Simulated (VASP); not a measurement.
# Rb2SnRh6 (Fm-3m) in VASP: single point with r2SCAN

Aim: the single point of Rb2SnRh6 with r2SCAN.

All numbers are computed with VASP 6.6.1; they aren't measurements. Logs are shortened: lines on timing, memory, paths and dates and some standing lists are left out, and cuts for length are marked.

### 1 The cell of the first run

It takes space group Fm-3m (No. 225, cubic). Conventional cell: a = 9.018 Å, b = 9.018 Å, c = 9.018 Å, α = 90.00°, β = 90.00°, γ = 90.00°. Within 2.9 Å of Rh (site symmetry 4mm) lie 1 Sn at 2.21 Å. Within 2.9 Å of Sn (site symmetry m-3m) lie 6 Rh at 2.21 Å. Within 4.2 Å of Rb (site symmetry -43m) lie 12 Rh at 3.19 Å and 4 Sn at 3.90 Å.

### 2 Single point, r2SCAN

File POSCAR:

```
Rb2SnRh6
1.0
    0.0000000000      4.5088847700      4.5088847700
    4.5088847700      0.0000000000      4.5088847700
    4.5088847700      4.5088847700      0.0000000000
Rh Sn Rb
6 1 2
Direct
    0.7453500000      0.2546500000      0.2546500000
    0.2546500000      0.7453500000      0.2546500000
    0.2546500000      0.7453500000      0.7453500000
    0.7453500000      0.2546500000      0.7453500000
    0.2546500000      0.2546500000      0.7453500000
    0.7453500000      0.7453500000      0.2546500000
    0.5000000000      0.5000000000      0.5000000000
    0.2500000000      0.2500000000      0.2500000000
    0.7500000000      0.7500000000      0.7500000000
```

File INCAR.step1:

```
ALGO = Normal
EDIFF = 1E-4
ENCUT = 520
GGA = PE
ISMEAR = -1
LASPH = True
LCHARG = False
LREAL = False
LWAVE = True
NBANDS = 71
NELM = 80
PREC = Accurate
SIGMA = 0.1
```

File INCAR.step2:

```
ALGO = Normal
EDIFF = 1E-6
ENCUT = 520
ISIF = 2
ISMEAR = -1
ISTART = 1
LASPH = True
LCHARG = True
LELF = True
LMIXTAU = True
LREAL = False
LVHAR = True
LWAVE = False
METAGGA = R2SCAN
NBANDS = 71
NELM = 80
PREC = Accurate
SIGMA = 0.1
```

File KPOINTS:

```
k-points
0
Gamma
  7 7 7
```

Potentials or basis: VASP PAW PBE potentials, release 64 (Rh_pv, Sn_d, Rb_sv).

Run with:

```console
$ cat potpaw_PBE.64/Rh_pv/POTCAR potpaw_PBE.64/Sn_d/POTCAR potpaw_PBE.64/Rb_sv/POTCAR > POTCAR
$ cp INCAR.step1 INCAR
$ mpirun -np 1 vasp_std > vasp.out
$ cp INCAR.step2 INCAR
$ mpirun -np 1 vasp_std > vasp.out
```

OUTCAR:

```text
EDIFF = 1E-6
   ENCUT = 520
   ISIF = 2
   ISMEAR = -1
   ISTART = 1
   LASPH = True
   LREAL = False
   METAGGA = R2SCAN
   NELM = 80
   PREC = Accurate

 ion  position               nearest neighbor table
   1  0.745  0.255  0.255-   7 2.21   4 3.13   5 3.13   6 3.13   2 3.13   8 3.19   8 3.19   9 3.19
                             9 3.19   4 3.25   5 3.25   6 3.25   2 3.25
   2  0.255  0.745  0.255-   7 2.21   3 3.13   5 3.13   6 3.13   1 3.13   8 3.19   8 3.19   9 3.19
                             9 3.19   5 3.25   1 3.25   6 3.25   3 3.25
   3  0.255  0.745  0.745-   7 2.21   4 3.13   5 3.13   6 3.13   2 3.13   8 3.19   8 3.19   9 3.19
                             9 3.19   5 3.25   4 3.25   6 3.25   2 3.25
   4  0.745  0.255  0.745-   7 2.21   3 3.13   5 3.13   6 3.13   1 3.13   8 3.19   8 3.19   9 3.19
                             9 3.19   1 3.25   5 3.25   6 3.25   3 3.25
   5  0.255  0.255  0.745-   7 2.21   2 3.13   3 3.13   4 3.13   1 3.13   8 3.19   8 3.19   9 3.19
                             9 3.19   2 3.25   1 3.25   4 3.25   3 3.25
   6  0.745  0.745  0.255-   7 2.21   2 3.13   3 3.13   4 3.13   1 3.13   8 3.19   8 3.19   9 3.19
                             9 3.19   4 3.25   3 3.25   1 3.25   2 3.25
   7  0.500  0.500  0.500-   1 2.21   2 2.21   3 2.21   4 2.21   5 2.21   6 2.21   8 3.90   8 3.90
                             8 3.90   8 3.90   9 3.90   9 3.90   9 3.90   9 3.90
   8  0.250  0.250  0.250-   1 3.19   2 3.19   5 3.19   3 3.19   4 3.19   5 3.19   2 3.19   3 3.19
                             6 3.19   1 3.19   4 3.19   6 3.19   7 3.90   7 3.90   7 3.90   7 3.90
   9  0.750  0.750  0.750-   2 3.19   3 3.19   5 3.19   1 3.19   4 3.19   5 3.19   1 3.19   2 3.19
                             6 3.19   3 3.19   4 3.19   6 3.19   7 3.90   7 3.90   7 3.90   7 3.90

  LATTYP: Found a face centered cubic cell.
 ALAT       =     9.0177695400

  Lattice vectors:

 A1 = (   0.0000000000,   4.5088847700,   4.5088847700)
 A2 = (   4.5088847700,   0.0000000000,   4.5088847700)
 A3 = (   4.5088847700,   4.5088847700,   0.0000000000)

Analysis of symmetry for initial positions (statically):
=====================================================================
 Subroutine PRICEL returns:
 Original cell was already a primitive cell.

 Routine SETGRP: Setting up the symmetry group for a
 face centered cubic supercell.

 Subroutine GETGRP returns: Found 48 space group operations
 (whereof 48 operations were pure point group operations)
 out of a pool of 48 trial point group operations.

The static configuration has the point symmetry O_h .

Analysis of symmetry for dynamics (positions and initial velocities):
=====================================================================
 Subroutine PRICEL returns:
 Original cell was already a primitive cell.

 Routine SETGRP: Setting up the symmetry group for a
 face centered cubic supercell.

 Subroutine GETGRP returns: Found 48 space group operations
 (whereof 48 operations were pure point group operations)
 out of a pool of 48 trial point group operations.

The dynamic configuration has the point symmetry O_h .

 Subroutine INISYM returns: Found 48 space group operations
 (whereof 48 operations are pure point group operations),
 and found     1 'primitive' translations

----------------------------------------------------------------------------------------

                                     Primitive cell

  volume of cell :     183.3316

  direct lattice vectors                    reciprocal lattice vectors
     0.000000000  4.508884770  4.508884770    -0.110892166  0.110892166  0.110892166
     4.508884770  0.000000000  4.508884770     0.110892166 -0.110892166  0.110892166
     4.508884770  4.508884770  0.000000000     0.110892166  0.110892166 -0.110892166

  length of vectors
     6.376525993  6.376525993  6.376525993     0.192070866  0.192070866  0.192070866

  position of ions in fractional coordinates (direct lattice)
     0.745350000  0.254650000  0.254650000
     0.254650000  0.745350000  0.254650000
     0.254650000  0.745350000  0.745350000
     0.745350000  0.254650000  0.745350000
     0.254650000  0.254650000  0.745350000
     0.745350000  0.745350000  0.254650000
     0.500000000  0.500000000  0.500000000
     0.250000000  0.250000000  0.250000000
     0.750000000  0.750000000  0.750000000

  ion indices of the primitive-cell ions
   primitive index   ion index
                 1           1
                 2           2
                 3           3
                 4           4
                 5           5
                 6           6
                 7           7
                 8           8
                 9           9

----------------------------------------------------------------------------------------

 KPOINTS: k-points

Automatic generation of k-mesh.
 Grid dimensions read from file:
 generate k-points for:    7    7    7

 Generating k-lattice:

  Cartesian coordinates                     Fractional coordinates (reciprocal lattice)
    -0.015841738  0.015841738  0.015841738     0.142857143  0.000000000  0.000000000
     0.015841738 -0.015841738  0.015841738     0.000000000  0.142857143  0.000000000
     0.015841738  0.015841738 -0.015841738     0.000000000  0.000000000  0.142857143

  Length of vectors
     0.027438695  0.027438695  0.027438695

  Shift w.r.t. Gamma in fractional coordinates (k-lattice)
     0.000000000  0.000000000  0.000000000

 Subroutine IBZKPT returns following result:
 ===========================================

 Found     20 irreducible k-points:

 Following reciprocal coordinates:
            Coordinates               Weight
  0.000000  0.000000  0.000000      1.000000
  0.142857  0.000000  0.000000      8.000000
  0.285714  0.000000  0.000000      8.000000
  0.428571  0.000000  0.000000      8.000000
  0.142857  0.142857  0.000000      6.000000
  0.285714  0.142857  0.000000     24.000000
[... 12 lines left out ...]
 -0.428571  0.428571  0.142857     24.000000
 -0.285714  0.428571  0.142857     24.000000
   k-points           NKPTS =     20   k-points in BZ     NKDIM =     20   number of bands    NBANDS=     71
   number of dos      NEDOS =    301   number of ions     NIONS =      9
   total plane-waves  NPLWV = 110592
   dimension x,y,z NGX =    48 NGY =   48 NGZ =   48
   dimension x,y,z NGXF=    96 NGYF=   96 NGZF=   96
   ions per type =               6   1   2
   NGX,Y,Z   is equivalent  to a cutoff of  12.51, 12.51, 12.51 a.u.
   NGXF,Y,Z  is equivalent  to a cutoff of  25.03, 25.03, 25.03 a.u.
 SYSTEM =  unknown system
   PREC   = accura    normal or accurate (medium, high low for compatibility)
   ISTART =      1    job   : 0-new  1-cont  2-samecut
   ICHARG =      0    charge: 1-file 2-atom 10-const
   ISPIN  =      1    spin polarized calculation?
   LNONCOLLINEAR =      F non collinear calculations
   LSORBIT =      F    spin-orbit coupling
   LASPH  =      T    aspherical Exc in radial PAW
   ENCUT  =  520.0 eV  38.22 Ry    6.18 a.u.  11.86 11.86 11.86*2*pi/ulx,y,z
   NELM   =     80;   NELMIN=  2; NELMDL=  0     # of ELM steps
   EDIFF  = 0.1E-05   stopping-criterion for ELM
   LREAL  =      F    real-space projection
   EDIFFG = 0.1E-04   stopping-criterion for IOM
   NSW    =      0    number of steps for IOM
   IBRION =     -1    ionic relax: 0-MD 1-quasi-New 2-CG
   NFREE  =      0    steps in history (QN), initial steepest desc. (CG)
   ISIF   =      2    stress and relaxation
   ISYM   =      2    0-nonsym 1-usesym 2-fastsym
   POTIM  = 0.5000    time-step for ionic-motion
   TEBEG  =    0.0;   TEEND  =   0.0 temperature during run
   PSTRESS=    0.0 pullay stress
   NELECT =     122.0000    total number of electrons
   NUPDOWN=      -1.0000    fix difference up-down
   EMIN   =  10.00;   EMAX   =-10.00  energy-range for DOS
   EFERMI =   0.00;   METHOD = LEGACY
   ISMEAR =    -1;   SIGMA  =   0.10  broadening in eV -4-tet -1-fermi 0-gaus
   EFERMI_NEDOS =   21; number of points for ismear=-14 and -15
   IALGO  =     38    algorithm
   IMIX   =      4    mixing-type and parameters
     AMIX     =   0.40;   BMIX     =  1.00
     AMIX_MAG =   1.60;   BMIX_MAG =  1.00
  volume/ion in A,a.u.               =      20.37       137.46
  Fermi-wavevector in a.u.,A,eV,Ry     =   1.429274  2.700937 27.794329  2.042826
  Thomas-Fermi vector in A             =   2.549246
   LORBIT       =      0    0 simple, 1 ext, 2 COOP (PROOUT), +10 PAW based schemes
   METAGGA = R2SCAN    functional components
   LHFCALC =     F    Hartree Fock is set to
   AEXX    =    0.0000 exact exchange contribution
   IVDW    =     0    specifies the selected vdW correction
   LEPSILON=     F    determine dielectric tensor
   LRPA    =     F    only Hartree local field effects (RPA)
 non-spin polarized calculation
  energy-cutoff  :      520.00
  volume of cell :      183.33
 maximum number of plane-waves:      4963
   NGX = 23   NGY = 23   NGZ = 23

 number of electron     121.9999986 magnetization

 Free energy of the ion-electron system (eV)
  ---------------------------------------------------
  ext. energy  EPLUGINS =         0.00000000
  ---------------------------------------------------
  free energy    TOTEN  =      -183.00616824 eV

  energy without entropy =     -182.60521491  energy(sigma->0) =     -182.80569157

 E-fermi :   5.7909     XC(G=0): -11.8738

 val. band max:        5.7788515504   @ k =  -0.1429   0.1429   0.0000
 cond. band min:       5.7999405647   @ k =   0.4286   0.2857   0.0000
 fundamental gap:      0.0210890143
 Fermi energy:         5.7908580503

 k-point     1 :       0.0000    0.0000    0.0000
  band No.  band energies     occupation
      1     -41.1185      2.00000
      2     -41.0208      2.00000
      3     -41.0208      2.00000
      4     -41.0208      2.00000
      5     -41.0034      2.00000
      6     -41.0034      2.00000
[... 63 lines left out ...]
     70       9.4945      0.00000
     71       9.4945      0.00000
[... 1404 lines left out ...]
     70      10.5525      0.00000
     71      11.0575      0.00000

------------------------ aborting loop because EDIFF is reached ----------------------------------------

  FORCE on cell =-STRESS in cart. coord.  units (eV):
  Direction    XX          YY          ZZ          XY          YZ          ZX
  --------------------------------------------------------------------------------------
  -------------------------------------------------------------------------------------
  Total       23.0222009     23.0222009     23.0222009     -0.0000000      0.0000000      0.0000000
  in kB      201.1963124    201.1963124    201.1963124     -0.0000000      0.0000000      0.0000000
  external PRESSURE =     201.1963124 kB  Pullay stress =       0.0000000 kB

 VOLUME and BASIS-vectors are now :
 -----------------------------------------------------------------------------
  energy-cutoff  :      520.00
  volume of cell :      183.33
      direct lattice vectors                 reciprocal lattice vectors
     0.000000000  4.508884770  4.508884770    -0.110892166  0.110892166  0.110892166
     4.508884770  0.000000000  4.508884770     0.110892166 -0.110892166  0.110892166
     4.508884770  4.508884770  0.000000000     0.110892166  0.110892166 -0.110892166

 POSITION                                       TOTAL-FORCE (eV/Angst)
 -----------------------------------------------------------------------------------
      2.29638      4.50888      4.50888        -7.289525      0.000000     -0.000000
      4.50888      2.29638      4.50888        -0.000000     -7.289525     -0.000000
      6.72139      4.50888      4.50888         7.289525      0.000000     -0.000000
      4.50888      6.72139      4.50888        -0.000000      7.289525     -0.000000
      4.50888      4.50888      2.29638        -0.000000      0.000000     -7.289525
      4.50888      4.50888      6.72139        -0.000000      0.000000      7.289525
      4.50888      4.50888      4.50888        -0.000000      0.000000     -0.000000
      2.25444      2.25444      2.25444        -0.000000      0.000000      0.000000
      6.76333      6.76333      6.76333        -0.000000     -0.000000      0.000000
 -----------------------------------------------------------------------------------
    total drift:                               -0.000000     -0.000000      0.000000

  FREE ENERGIE OF THE ION-ELECTRON SYSTEM (eV)
  ---------------------------------------------------
  free  energy   TOTEN  =      -183.0061682420 eV

  energy  without entropy=     -182.6052149079  energy(sigma->0) =     -182.80569157
```

It took 16 min on 1 thread of Intel Xeon Platinum 8259CL at 2.50GHz (Skylake/Cascade Lake), shared host; peak memory 0.5 GiB.

Results:

* Free energy: -183.0062 eV
* Pressure: 20.1 GPa
* Largest force: 7.290 eV/Å
* Band gap on the k mesh: zero (bands 61 and 62 overlap by 0.54 eV)

Forces on the atoms (eV/Å):
```
Rh  -7.290  0.000  0.000
Rh   0.000 -7.290  0.000
Rh   7.290  0.000  0.000
Rh   0.000  7.290  0.000
Rh   0.000  0.000 -7.290
Rh   0.000  0.000  7.290
Sn   0.000  0.000  0.000
Rb   0.000  0.000  0.000
Rb   0.000  0.000  0.000
```

Caveat: the cell stands under pressure; the PAW data sets were made with another functional, which shifts forces and pressure a little; spin-orbit coupling is left out, which moves the levels of the heavy elements.

The gap in the log of VASP goes by the Fermi energy; the results here count the filled bands.